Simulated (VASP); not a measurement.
Set up this calculation in VASP 6.6.1, as the native input.

```yaml
Task: single point
Functional: LDA
Potentials_or_basis: VASP PAW LDA potentials, release 64 (Nb_sv, As)
Cutoff: 500 eV
k_mesh: 14 × 14 × 14
Occupations: fermi-dirac, width 0.05 eV
Spin: no spin polarisation
Dipole_correction: no
Further_INCAR_settings: ALGO = Normal; EDIFF = 1e-06; NBANDS = 16
```

The structure of NbAs (rocksalt type) lies in POSCAR:

```
NbAs
1.0
    0.0000000000      2.2771732796      2.2771732796
    2.2771732796      0.0000000000      2.2771732796
    2.2771732796      2.2771732796      0.0000000000
Nb As
1 1
Direct
    0.0000000000      0.0000000000      0.0000000000
    0.5000000000      0.5000000000      0.5000000000
```

One way to write it, as run:

INCAR

```
SYSTEM = NbAs
PREC = Accurate
ENCUT = 500
EDIFF = 1E-6
ISMEAR = -1
SIGMA = 0.05
LREAL = .FALSE.
LASPH = .TRUE.
NELM = 120
ALGO = Normal
ISIF = 2
LWAVE = .FALSE.
LCHARG = .FALSE.
GGA = CA
NBANDS = 16
GGA_COMPAT = .FALSE.
```

KPOINTS

```
Automatic mesh
0
G
  14 14 14
  0 0 0
```

Potentials or basis: VASP PAW LDA potentials, release 64 (Nb_sv, As).

Launch:

```console
$ cat potpaw_LDA.64/Nb_sv/POTCAR potpaw_LDA.64/As/POTCAR > POTCAR
$ mpirun -np 1 vasp_std > vasp.out
```

It gave:

```yaml
Pressure: 148.8 GPa
Band_gap_on_the_k_mesh: zero (bands 9 and 10 overlap by 3.17 eV)
```

Caveat: the cell stands under pressure.

It took 88 s on 1 thread of Intel Xeon 8259CL, with other jobs on the host, peak memory 0.13 GiB.
